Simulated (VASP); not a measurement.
Input of a VASP 6.6.1 run:

Contents of POSCAR:

```
MgS
1.0
    0.0000000000      2.8308768404      2.8308768404
    2.8308768404      0.0000000000      2.8308768404
    2.8308768404      2.8308768404      0.0000000000
Mg S
1 1
Direct
    0.0000000000      0.0000000000      0.0000000000
    0.2500000000      0.2500000000      0.2500000000
```

INCAR.step1

```
SYSTEM = MgS
  PREC = Accurate
  ENCUT = 520
  ISMEAR = 0
  SIGMA = 0.01
  LREAL = .False.
  LASPH = .True.
  NELM = 80
  NBANDS = 11
  GGA = PE
  ALGO = Normal
  EDIFF = 1E-4
  LWAVE = .True.
  LCHARG = .False.
```

File INCAR.step2:

```
SYSTEM = MgS
  PREC = Accurate
  ENCUT = 520
  EDIFF = 1E-6
  ISMEAR = 0
  SIGMA = 0.01
  LREAL = .False.
  LASPH = .True.
  NELM = 80
  ALGO = Normal
  ISIF = 2
  LWAVE = .False.
  LCHARG = .True.
  METAGGA = R2SCAN
  LMIXTAU = .True.
  LELF = .True.
  LVHAR = .True.
  NBANDS = 11
  ISTART = 1
```

The input KPOINTS:

```
regular mesh
0
Gamma
  8 8 8
  0 0 0
```

Potentials or basis: VASP PAW PBE potentials, release 64 (Mg, S).

Command:

```console
$ cat potpaw_PBE.64/Mg/POTCAR potpaw_PBE.64/S/POTCAR > POTCAR
$ cp INCAR.step1 INCAR
$ mpirun -np 1 vasp_std > vasp.out
$ cp INCAR.step2 INCAR
$ mpirun -np 1 vasp_std > vasp.out
```

Problem. Predict the band gap on the k mesh.

Solution. 4.13 eV, direct.

Problem. Predict the pressure.

Solution. -0.3 GPa.

Caveat: the PAW data sets were made with another functional, which shifts forces and pressure a little. A k mesh can miss the band edges.
